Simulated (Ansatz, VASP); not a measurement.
**Sc: VASP beside Ansatz**

```xyz
2
Lattice="3.3281 0.0000 0.0000 -1.6640 2.8822 0.0000 0.0000 0.0000 5.2121" Properties=species:S:1:pos:R:3 pbc="T T T"
Sc    0.0000    1.9215    1.3030
Sc    1.6640    0.9607    3.9091
```

Alike in both runs: task single point; functional r2SCAN; k mesh 11 × 11 × 6; occupations fermi-dirac, width 0.2 eV; no spin polarisation.

|  | VASP | Ansatz |
| --- | --- | --- |
| version | VASP 6.6.1 | Ansatz 0.2.0 |
| potentials or method | VASP PAW PBE potentials, release 64 (Sc_sv), cutoff 520 eV | plane waves (500 eV) with PAW, scalar-relativistic |
| valence electrons in the cell | 22 | 22 |

```tsv
	VASP	Ansatz	Ansatz less VASP
pressure (GPa)	0.6	0.4	-0.20
traceless stress, the component that is largest in VASP (GPa)	0.36	0.36	-0.007
```

VASP's potentials were made for PBE, not for r2SCAN.
